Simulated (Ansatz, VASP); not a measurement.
# Be3I2: VASP beside Ansatz

```
Be I
1.0
     3.26470    1.88488    5.94225
    -3.26470    1.88488    5.94225
     0.00000   -3.76976    5.94225
Be I
6 4
Direct
  0.05625 0.44375 0.75000
  0.75000 0.05625 0.44375
  0.44375 0.75000 0.05625
  0.94375 0.55625 0.25000
  0.25000 0.94375 0.55625
  0.55625 0.25000 0.94375
  0.85218 0.85218 0.85218
  0.64782 0.64782 0.64782
  0.14782 0.14782 0.14782
  0.35218 0.35218 0.35218
```

Alike in both runs: task single point; functional PBE; k mesh 3 × 3 × 3; occupations gaussian, width 0.1 eV; no spin polarisation.

|  | VASP | Ansatz |
| --- | --- | --- |
| version | VASP 6.6.1 | Ansatz 0.2.0 |
| potentials or method | VASP PAW PBE potentials, release 64 (Be, I), cutoff 520 eV | scalar-relativistic, plane waves, PAW |
| valence electrons in the cell | 40 | 80 |

|  | VASP | Ansatz | Ansatz less VASP |
| --- | --- | --- | --- |
| gap on the k mesh at the Fermi level (eV) | none | none | - |
| pressure (GPa) | 2.5 | 2.5 | +0.03 |
| rms of the force components (eV/Å) | 0.106 | 0.106 | -0.0003 |

Atom by atom the forces differ by 0.001 eV/Å (rms over components). A gap of «none» marks a metal or a gap that the smearing closes. VASP's potentials hold 40 valence electrons a cell and Ansatz's 80, so a difference there can come from the potentials and not from the codes.

The k mesh is coarse, so the values compare programs but aren't converged. Neither program's run includes spin-orbit coupling.
